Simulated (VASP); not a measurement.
A run of VASP 6.6.1 is set up as follows.

Contents of INCAR:

```
ALGO = Normal
EDIFF = 1E-6
ENCUT = 520
GGA = PE
ISIF = 2
ISMEAR = 0
LASPH = T
LCHARG = F
LREAL = F
LWAVE = F
NBANDS = 11
NELM = 100
PREC = Accurate
SIGMA = 0.01
```

The input KPOINTS:

```
k-points
0
Gamma
  4 4 4
```

The input POSCAR:

```
MgS
1.0
    0.0000000000      2.8591856096      2.8591856096
    2.8591856096      0.0000000000      2.8591856096
    2.8591856096      2.8591856096      0.0000000000
Mg S
1 1
Direct
    0.0000000000      0.0000000000      0.0000000000
    0.2500000000      0.2500000000      0.2500000000
```

Potentials or basis: VASP PAW PBE potentials, release 64 (Mg, S).

The run is started by

```sh
$ cat potpaw_PBE.64/Mg/POTCAR potpaw_PBE.64/S/POTCAR > POTCAR
$ mpirun -np 1 vasp_std > vasp.out
```

Predict the band gap on the k mesh.

3.31 eV, direct.

Estimate the pressure.

-0.7 GPa.

Caveat: the k points lie up to 0.48 Å⁻¹ apart; the cell differs from its parent crystal (strain +1.0%).
